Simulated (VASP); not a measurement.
Write the native input for VASP 6.6.1 that does the following.

| Item | Value |
| --- | --- |
| Task | electric field gradients |
| Functional | LDA |
| Potentials or basis | VASP PAW LDA potentials, release 64 (Sb, Au) |
| Cutoff | 520 eV |
| k mesh | 9 × 9 × 9 |
| Occupations | fermi-dirac, width 0.08 eV |
| Spin | no spin polarisation |
| Dipole correction | no |
| Further INCAR settings | ALGO = Normal; EDIFF = 1e-08; NBANDS = 18 |

The structure of Sb2Au lies in POSCAR:

```
Sb2Au
1.0
    0.0000000000      3.3280000000      3.3280000000
    3.3280000000      0.0000000000      3.3280000000
    3.3280000000      3.3280000000      0.0000000000
Sb Au
2 1
Direct
    0.2500000000      0.2500000000      0.2500000000
    0.7500000000      0.7500000000      0.7500000000
    0.0000000000      0.0000000000      0.0000000000
```

The input as run:

INCAR

```
PREC     = Accurate       # precision mode
ENCUT    = 520            # plane-wave cutoff, eV
EDIFF    = 1E-8           # SCF threshold, eV
ISMEAR   = -1             # smearing method
SIGMA    = 0.08           # smearing width, eV
LREAL    = F              # projectors in reciprocal space
LASPH    = T              # aspherical terms in the spheres
NELM     = 60             # most SCF steps
ALGO     = Normal         # electronic algorithm
ISIF     = 2              # what is computed and relaxed
LWAVE    = F              # write WAVECAR
LCHARG   = F              # write CHGCAR
LEFG     = T            
NBANDS   = 18             # bands
```

KPOINTS

```
Automatic mesh
0
Gamma
  9 9 9
```

Potentials or basis: VASP PAW LDA potentials, release 64 (Sb, Au).

Run with:

```console
$ cat potpaw_LDA.64/Sb/POTCAR potpaw_LDA.64/Au/POTCAR > POTCAR
$ mpirun -np 1 vasp_std > vasp.out
```

It gave:

- Pressure: 3.1 GPa

Caveat: without QUAD_EFG the Cq values of the log hold for a quadrupole moment of 1 mb, not for the nuclei.

It took 17 s on 1 thread of Intel(R) Xeon(R) 6975P-C (Granite Rapids) (shared host), peak memory 0.2 GiB.
